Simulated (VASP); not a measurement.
Wanted: the native input for a VASP 6.6.1 run.

* Task: single point
* Functional: PBE
* Potentials or basis: VASP PAW PBE potentials, release 64 (Ca_sv, O)
* Cutoff: 520 eV
* k mesh: 10 × 10 × 10
* Occupations: fermi-dirac, width 0.02 eV
* Spin: no spin polarisation
* Dipole correction: no
* Further INCAR settings: ALGO = Normal; EDIFF = 1e-06; NBANDS = 15

The structure of CaO (Lime) lies in POSCAR:

```
CaO
1.0
    0.0000000000      2.4857771349      2.3975473909
    2.3975473909      0.0000000000      2.3975473909
    2.3975473909      2.4857771349      0.0000000000
Ca O
1 1
Direct
    0.0000000000      0.0000000000      0.0000000000
    0.5000000000      0.5000000000      0.5000000000
```

This cell differs from its parent crystal: uniaxial y strain +3.7%.

These files were run (other wordings do the same):

INCAR

```
SYSTEM = CaO
ALGO = Normal
EDIFF = 1E-6
ENCUT = 520
GGA = PE
ISIF = 2
ISMEAR = -1
LASPH = .True.
LCHARG = .False.
LREAL = .False.
LWAVE = .False.
NBANDS = 15
NELM = 60
PREC = Accurate
SIGMA = 0.02
```

KPOINTS

```
k-points
0
Gamma
  10 10 10
  0 0 0
```

Potentials or basis: VASP PAW PBE potentials, release 64 (Ca_sv, O).

Command:

```console
$ cat potpaw_PBE.64/Ca_sv/POTCAR potpaw_PBE.64/O/POTCAR > POTCAR
$ mpirun -np 1 vasp_std > vasp.out
```

Results of the run:

| Quantity | Value |
| --- | --- |
| Pressure | -0.6 GPa |
| Band gap on the k mesh | 3.59 eV, indirect (least direct gap 3.99 eV) |

Caveat: the cell differs from its parent crystal (uniaxial y strain +3.7%).

It took 77 s on 1 thread of Intel Xeon 8259CL, on a shared host, peak memory 0.19 GiB.
